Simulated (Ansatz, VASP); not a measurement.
AlCu3: VASP beside Ansatz

```
Al Cu
1.0
     3.52909    0.00000    0.00000
     0.00000    3.52909    0.00000
     0.00000    0.00000    3.52909
Al Cu
1 3
Direct
  0.00000 0.00000 0.00000
  0.50000 0.47325 0.00000
  0.50000 0.00000 0.50000
  0.00000 0.52675 0.50000
```

Change from the starting cell: mode 5 frozen in at -0.096 Å, equal normal strain along x, y and z -0.0167.

Alike in both runs: task single point; functional LDA; k mesh 12 × 12 × 12; occupations gaussian, width 0.15 eV; no spin polarisation.

|  | VASP | Ansatz |
| --- | --- | --- |
| version | VASP 6.6.1 | Ansatz 0.2.0 |
| potentials or method | VASP PAW LDA potentials, release 64 (Al, Cu), cutoff 520 eV | scalar-relativistic, plane waves, PAW |
| valence electrons in the cell | 36 | 60 |

|  | VASP | Ansatz | Ansatz less VASP |
| --- | --- | --- | --- |
| gap on the k mesh at the Fermi level (eV) | none | none | - |
| pressure (GPa) | 10.6 | 10.4 | -0.24 |
| traceless stress, the component that is largest in VASP (GPa) | 0.11 | 0.11 | +0.001 |
| rms of the force components (eV/Å) | 0.323 | 0.320 | -0.0034 |

Ansatz warns that its potentials were made for another functional, while VASP's fit it. LDA's correlation is that of Perdew and Zunger in VASP and of Perdew and Wang (1992) in Ansatz. Atom by atom the forces differ by 0.003 eV/Å (rms over components). A gap of «none» marks a metal or a gap that the smearing closes. VASP's potentials hold 36 valence electrons a cell and Ansatz's 60, so a difference there can come from the potentials and not from the codes.
